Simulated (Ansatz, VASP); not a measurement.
**One calculation of Zn3As, two programs**

```
Zn As
1.0
     3.94921    0.00000    0.00000
     0.00000    3.94921    0.00000
     0.00000    0.00000    3.94921
Zn As
3 1
Direct
  0.00000 0.50000 0.50000
  0.50000 0.00000 0.50000
  0.50000 0.50000 0.00000
  0.00000 0.00000 0.00000
```

Alike in both runs: task single point; functional r2SCAN; k mesh 4 × 4 × 4; occupations gaussian, width 0.1 eV; no spin polarisation.

```csv
,VASP,Ansatz
version,VASP 6.6.1,Ansatz 0.2.0
potentials or method,"VASP PAW PBE potentials, release 64 (Zn, As), cutoff 520 eV","scalar-relativistic, plane waves, PAW"
valence electrons in the cell,41,51
```

|  | VASP | Ansatz | Ansatz less VASP |
| --- | --- | --- | --- |
| gap on the k mesh at the Fermi level (eV) | none | none | - |
| pressure (GPa) | 4.2 | 4.0 | -0.25 |

VASP's potentials were made for PBE, not for r2SCAN. A gap of «none» marks a metal or a gap that the smearing closes. The functional is the same, so the differences come from potentials, cutoffs and numerics. VASP's potentials hold 41 valence electrons a cell and Ansatz's 51, so a difference there can come from the potentials and not from the codes.

The k mesh is coarse, so the values compare programs but aren't converged.
